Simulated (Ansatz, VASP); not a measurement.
# Two plane-wave programs on Ti2Al

```
Ti Al
1.0
     0.00000    2.99535    2.99535
     2.99535    0.00000    2.99535
     2.99535    2.99535    0.00000
Ti Al
2 1
Direct
  0.25000 0.25000 0.25000
  0.75000 0.75000 0.75000
  0.00000 0.00000 0.00000
```

Change from the starting cell: species swapped into the Mg2Ge type (Fm-3m, No. 225).

Alike in both runs: task single point; functional PBE; k mesh 6 × 6 × 6; occupations gaussian, width 0.1 eV; no spin polarisation.

```csv
,VASP,Ansatz
version,VASP 6.6.1,Ansatz 0.2.0
potentials or method,"VASP PAW PBE potentials, release 64 (Ti_sv, Al), cutoff 520 eV","scalar-relativistic, plane waves, PAW"
valence electrons in the cell,27,27
```

|  | VASP | Ansatz | Ansatz less VASP |
| --- | --- | --- | --- |
| gap on the k mesh at the Fermi level (eV) | none | none | - |
| pressure (GPa) | 9.5 | 9.6 | +0.08 |

A gap of «none» marks a metal or a gap that the smearing closes.
